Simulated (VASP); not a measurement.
The system is VH.

```
V H
1.0
     0.00000    1.96375    1.96375
     1.96375    0.00000    1.96375
     1.96375    1.96375    0.00000
V H
1 1
Direct
  0.00000 0.00000 0.00000
  0.50000 0.50000 0.50000
```

Base run:

* Program: VASP 6.6.1
* Functional: LDA
* Potentials or basis: VASP PAW LDA potentials, release 64 (V_sv, H)
* Cutoff: 500 eV
* k mesh: 14 × 14 × 14
* Occupations: gaussian, width 0.1 eV
* Spin: collinear spin, ferromagnetic start
* Starting moments: [0.3, 0.02] μB
* Fixed moment: 0.4 μB

Its results: pressure -8.7 GPa; site moments V +0.36; H -0.00 μB.

The run is repeated on the same cell with these changes: fixed moment from 0.4 μB to 0.7 μB; moments at the start from [0.3, 0.02] to [0.51, 0.03]. What comes out?

Pressure -7.7 GPa; site moments V +0.61; H -0.00 μB.

Caveats: the cell stands under tension; the total moment is fixed, so each spin has its own Fermi level and the state may be an excited one.
